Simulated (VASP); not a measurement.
# NaTi2B6 (R-3m) in VASP: a series of runs

NaTi2B6 is run at these levels: PBE; tasks: single point.

Everything below comes from runs of VASP 6.6.1. Logs are shortened: lines on timing, memory, paths and dates and some standing lists are left out, and cuts for length are marked.

## Step 1: The cell of the first run

Symmetry: R-3m, No. 166, trigonal system. The conventional cell has a = 5.154 Å, b = 5.154 Å, c = 10.305 Å, α = 90.00°, β = 90.00°, γ = 120.00°. Within 3.5 Å of Na (site symmetry -3m) lie 12 B at 2.65 Å and 6 Ti at 3.00 Å. Ti (site symmetry 3m) has 6 B at 1.84 Å within 2.4 Å. B (site symmetry 2) has 2 B at 1.22 Å within 1.6 Å.

## Step 2: Single point, PBE

INCAR reads:

```
SYSTEM = NaTi2B6
PREC = Accurate
ENCUT = 520
EDIFF = 1E-6
ISMEAR = 0
SIGMA = 0.1
LREAL = .False.
LASPH = .True.
NELM = 60
ALGO = Normal
ISIF = 2
LWAVE = .False.
LCHARG = .False.
GGA = PE
NBANDS = 34
```

KPOINTS reads:

```
Automatic mesh
0
Gamma
  6 6 6
  0 0 0
```

POSCAR reads:

```
NaTi2B6
1.0
    2.5768973800      1.4877724000      3.4349394500
   -2.5768973800      1.4877724000      3.4349394500
    0.0000000000     -2.9755448000      3.4349394500
Na Ti B
1 2 6
Direct
    0.5000000000      0.5000000000      0.5000000000
    0.8665649300      0.8665649300      0.8665649300
    0.1334350700      0.1334350700      0.1334350700
    0.2365465200      0.7634534800      0.0000000000
    0.0000000000      0.2365465200      0.7634534800
    0.7634534800      0.0000000000      0.2365465200
    0.7634534800      0.2365465200      0.0000000000
    0.0000000000      0.7634534800      0.2365465200
    0.2365465200      0.0000000000      0.7634534800
```

Potentials or basis: VASP PAW PBE potentials, release 64 (Na_pv, Ti_sv, B).

On the command line:

```console
$ cat potpaw_PBE.64/Na_pv/POTCAR potpaw_PBE.64/Ti_sv/POTCAR potpaw_PBE.64/B/POTCAR > POTCAR
$ mpirun -np 1 vasp_std > vasp.out
```

OUTCAR:

```text
SYSTEM = NaTi2B6
   PREC = Accurate
   ENCUT = 520
   EDIFF = 1E-6
   ISMEAR = 0
   LREAL = .False.
   LASPH = .True.
   NELM = 60
   ISIF = 2
   GGA = PE

 ion  position               nearest neighbor table
   1  0.500  0.500  0.500-
   2  0.867  0.867  0.867-   4 1.84   7 1.84   6 1.84   5 1.84   8 1.84   9 1.84   3 2.75
   3  0.133  0.133  0.133-   4 1.84   7 1.84   6 1.84   5 1.84   8 1.84   9 1.84   2 2.75
   4  0.237  0.763  0.000-   8 1.22   9 1.22   2 1.84   3 1.84   5 2.11   6 2.11
   5  0.000  0.237  0.763-   9 1.22   7 1.22   2 1.84   3 1.84   4 2.11   6 2.11
   6  0.763  0.000  0.237-   8 1.22   7 1.22   2 1.84   3 1.84   4 2.11   5 2.11
   7  0.763  0.237  0.000-   5 1.22   6 1.22   2 1.84   3 1.84   8 2.11   9 2.11
   8  0.000  0.763  0.237-   6 1.22   4 1.22   2 1.84   3 1.84   7 2.11   9 2.11
   9  0.237  0.000  0.763-   5 1.22   4 1.22   2 1.84   3 1.84   7 2.11   8 2.11

  LATTYP: Found a trigonal (rhomboedric) cell.
 ALAT       =     4.5445215240
 COS(alpha) =     0.3569453007

  Lattice vectors:

 A1 = (   2.5768973800,   1.4877724000,   3.4349394500)
 A2 = (  -2.5768973800,   1.4877724000,   3.4349394500)
 A3 = (   0.0000000000,  -2.9755448000,   3.4349394500)

Analysis of symmetry for initial positions (statically):
=====================================================================
 Subroutine PRICEL returns:
 Original cell was already a primitive cell.

 Routine SETGRP: Setting up the symmetry group for a
 trigonal (rhombohedral) supercell.

 Subroutine GETGRP returns: Found 12 space group operations
 (whereof 12 operations were pure point group operations)
 out of a pool of 12 trial point group operations.

The static configuration has the point symmetry D_3d.

Analysis of symmetry for dynamics (positions and initial velocities):
=====================================================================
 Subroutine PRICEL returns:
 Original cell was already a primitive cell.

 Routine SETGRP: Setting up the symmetry group for a
 trigonal (rhombohedral) supercell.

 Subroutine GETGRP returns: Found 12 space group operations
 (whereof 12 operations were pure point group operations)
 out of a pool of 12 trial point group operations.

The dynamic configuration has the point symmetry D_3d.

 Subroutine INISYM returns: Found 12 space group operations
 (whereof 12 operations are pure point group operations),
 and found     1 'primitive' translations

[... 107 lines left out ...]
   NELM   =     60;   NELMIN=  2; NELMDL= -5     # of ELM steps
   EDIFF  = 0.1E-05   stopping-criterion for ELM
   LREAL  =      F    real-space projection
[... 7 lines left out ...]
   TEBEG  =    0.0;   TEEND  =   0.0 temperature during run
   PSTRESS=    0.0 pullay stress
   NELECT =      49.0000    total number of electrons
   NUPDOWN=      -1.0000    fix difference up-down
   EMIN   =  10.00;   EMAX   =-10.00  energy-range for DOS
   EFERMI =   0.00;   METHOD = LEGACY
   ISMEAR =     0;   SIGMA  =   0.10  broadening in eV -4-tet -1-fermi 0-gaus
   EFERMI_NEDOS =   21; number of points for ismear=-14 and -15
   IALGO  =     38    algorithm
   IMIX   =      4    mixing-type and parameters
     AMIX     =   0.40;   BMIX     =  1.00
     AMIX_MAG =   1.60;   BMIX_MAG =  1.00
  volume/ion in A,a.u.               =       8.78        59.25
  Fermi-wavevector in a.u.,A,eV,Ry     =   1.396065  2.638180 26.517708  1.948997
  Thomas-Fermi vector in A             =   2.519455
   LORBIT       =      0    0 simple, 1 ext, 2 COOP (PROOUT), +10 PAW based schemes
   GGA     = PE    functional components
   LHFCALC =     F    Hartree Fock is set to
   AEXX    =    0.0000 exact exchange contribution
   IVDW    =     0    specifies the selected vdW correction
   LEPSILON=     F    determine dielectric tensor
   LRPA    =     F    only Hartree local field effects (RPA)
 non-spin polarized calculation
 Gauss-broadening in eV      SIGMA  =   0.10
  energy-cutoff  :      520.00
  volume of cell :       79.01
 maximum number of plane-waves:      2153
 NGX is ok and might be reduce to    36
   NGX = 17   NGY = 17   NGZ = 17

 number of electron      49.0000000 magnetization

 Free energy of the ion-electron system (eV)
  ---------------------------------------------------
  ext. energy  EPLUGINS =         0.00000000
  ---------------------------------------------------
  free energy    TOTEN  =       -28.47538950 eV

  energy without entropy =      -28.45928044  energy(sigma->0) =      -28.46733497

 E-fermi :   7.0798     XC(G=0): -11.4628

 val. band max:        7.0794273797   @ k =  -0.3333   0.3333   0.1667
 cond. band min:       7.1128004235   @ k =   0.5000   0.1667   0.0000
 fundamental gap:      0.0333730438
 Fermi energy:         7.0797739107

 k-point     1 :       0.0000    0.0000    0.0000
  band No.  band energies     occupation
      1     -48.7794      2.00000
      2     -48.6568      2.00000
      3     -26.2383      2.00000
      4     -25.4955      2.00000
      5     -25.0981      2.00000
      6     -25.0981      2.00000
[... 877 lines left out ...]
     33      12.4669      0.00000
     34      13.6473      0.00000

 [... further k-points ...]

------------------------ aborting loop because EDIFF is reached ----------------------------------------

  FORCE on cell =-STRESS in cart. coord.  units (eV):
  Direction    XX          YY          ZZ          XY          YZ          ZX
  --------------------------------------------------------------------------------------
  -------------------------------------------------------------------------------------
  Total      101.3574055    101.3574061     45.0448183      0.0000000     -0.0000000      0.0000000
  in kB     2055.2379457   2055.2379567    913.3799292      0.0000000     -0.0000000      0.0000000
  external PRESSURE =    1674.6186105 kB  Pullay stress =       0.0000000 kB

 VOLUME and BASIS-vectors are now :
 -----------------------------------------------------------------------------
  energy-cutoff  :      520.00
  volume of cell :       79.01
      direct lattice vectors                 reciprocal lattice vectors
     2.576897380  1.487772400  3.434939450     0.194031786  0.112024303  0.097041982
    -2.576897380  1.487772400  3.434939450    -0.194031786  0.112024303  0.097041982
     0.000000000 -2.975544800  3.434939450     0.000000000 -0.224048607  0.097041982

 POSITION                                       TOTAL-FORCE (eV/Angst)
 -----------------------------------------------------------------------------------
      0.00000      0.00000      5.15241        -0.000000     -0.000000      0.000000
      0.00000      0.00000      8.92979        -0.000000     -0.000000    -18.605967
      0.00000      0.00000      1.37502        -0.000000     -0.000000     18.605967
     -1.35779      1.48777      3.43494        26.771648     -0.000000      0.000000
     -0.60956     -1.91976      3.43494       -13.385824     23.184927      0.000000
      1.96734      0.43199      3.43494       -13.385824    -23.184927      0.000000
      1.35779      1.48777      3.43494       -26.771648     -0.000000      0.000000
     -1.96734      0.43199      3.43494        13.385824    -23.184927      0.000000
      0.60956     -1.91976      3.43494        13.385824     23.184927      0.000000
 -----------------------------------------------------------------------------------
    total drift:                                0.000000     -0.000000      0.000000

  FREE ENERGIE OF THE ION-ELECTRON SYSTEM (eV)
  ---------------------------------------------------
  free  energy   TOTEN  =       -28.4753894967 eV

  energy  without entropy=      -28.4592804404  energy(sigma->0) =      -28.46733497
```

stdout:

```text
POSCAR found type information on POSCAR NaTiB
 POSCAR found :  3 types and       9 ions
 scaLAPACK will be used
 LDA part: xc-table for (Slater+PW92), standard interpolation
 POSCAR, INCAR and KPOINTS ok, starting setup
 FFT: planning ... GRIDC
 FFT: planning ... GRID_SOFT
 FFT: planning ... GRID
 WAVECAR not read
 entering main loop
```

It took 91 s on 1 thread of Intel Xeon Platinum 8375C at 2.90GHz (Ice Lake), shared host; peak memory 0.24 GiB.

Results:

| Item | Value |
| --- | --- |
| Free energy | -28.4754 eV |
| Pressure | 167.5 GPa |
| Largest force | 26.772 eV/Å |

Forces in eV/Å, atoms in the order of the input:
```
Na    0.000   0.000   0.000
Ti    0.000   0.000 -18.606
Ti    0.000   0.000  18.606
B    26.772   0.000   0.000
B   -13.386  23.185   0.000
B   -13.386 -23.185   0.000
B   -26.772   0.000   0.000
B    13.386 -23.185   0.000
B    13.386  23.185   0.000
```

Caveat: forces of over 1 eV/Å act on the atoms, so gaps and moduli don't describe the material at rest.

## Step 3: Single point, PBE

This run uses another cell than the first one, of 9.14 Å³/atom, 1.041 times its volume.

INCAR reads:

```
PREC     = Accurate       # precision mode
ENCUT    = 520            # plane-wave cutoff, eV
EDIFF    = 1E-6           # SCF threshold, eV
ISMEAR   = 0              # smearing method
SIGMA    = 0.1            # smearing width, eV
LREAL    = False          # projectors in reciprocal space
LASPH    = True           # aspherical terms in the spheres
NELM     = 60             # most SCF steps
ALGO     = Normal         # electronic algorithm
ISIF     = 2              # what is computed and relaxed
LWAVE    = False          # write WAVECAR
LCHARG   = False          # write CHGCAR
GGA      = PE             # functional
NBANDS   = 34             # bands
```

KPOINTS reads:

```
regular mesh
0
Gamma
  6 6 6
```

POSCAR reads:

```
NaTi2B6
1.0
    2.6572577126      1.5341684557      3.3638306889
   -2.6572577126      1.5341684557      3.3638306889
    0.0000000000     -3.0683369113      3.3638306889
Na Ti B
1 2 6
Direct
    0.5000000000      0.5000000000      0.5000000000
    0.8361420300      0.8361420300      0.8361420300
    0.1638579700      0.1638579700      0.1638579700
    0.3285561226      0.6714438774      0.0000000000
    0.0000000000      0.3285561226      0.6714438774
    0.6714438774      0.0000000000      0.3285561226
    0.6714438774      0.3285561226      0.0000000000
    0.0000000000      0.6714438774      0.3285561226
    0.3285561226      0.0000000000      0.6714438774
```

Potentials or basis: VASP PAW PBE potentials, release 64 (Na_pv, Ti_sv, B).

On the command line:

```console
$ cat potpaw_PBE.64/Na_pv/POTCAR potpaw_PBE.64/Ti_sv/POTCAR potpaw_PBE.64/B/POTCAR > POTCAR
$ mpirun -np 1 vasp_std > vasp.out
```

Run time: 91 s. Hardware: 1 thread of Intel Xeon Platinum 8375C at 2.90GHz (Ice Lake), shared host; peak memory 0.24 GiB.

Results (log left out):

- Free energy: -61.0742 eV
- Pressure: 0.1 GPa
- Largest force: 0.005 eV/Å

Forces in eV/Å, atoms in the order of the input:
```
Na   0.000  0.000  0.000
Ti   0.000  0.000 -0.004
Ti   0.000  0.000  0.004
B    0.005  0.000  0.000
B   -0.003  0.004  0.000
B   -0.003 -0.004  0.000
B   -0.005  0.000  0.000
B    0.003 -0.004  0.000
B    0.003  0.004  0.000
```

Stress tensor (GPa, compression positive):
```
 0.15  0.00  0.00
 0.00  0.15  0.00
 0.00  0.00 -0.01
```

Levels at points of the mesh, in eV from the Fermi level:
```tsv
k point	band 20	band 21	band 22	band 23	band 24	band 25	band 26	band 27	band 28	band 29
(0.00, 0.00, 0.00)	-1.71	-1.56	-1.56	-1.45	-0.39	-0.06	-0.06	2.75	2.98	2.98
(0.50, 0.00, 0.00)	-2.53	-2.37	-1.92	-1.81	-1.54	0.47	0.55	1.95	2.05	2.96
(0.50, 0.50, 0.00)	-2.72	-2.37	-1.93	-1.46	-0.58	-0.34	1.53	1.65	2.34	2.56
(0.50, 0.50, 0.50)	-1.45	-1.45	-0.58	-0.58	0.70	0.70	1.48	1.48	2.10	2.46
```
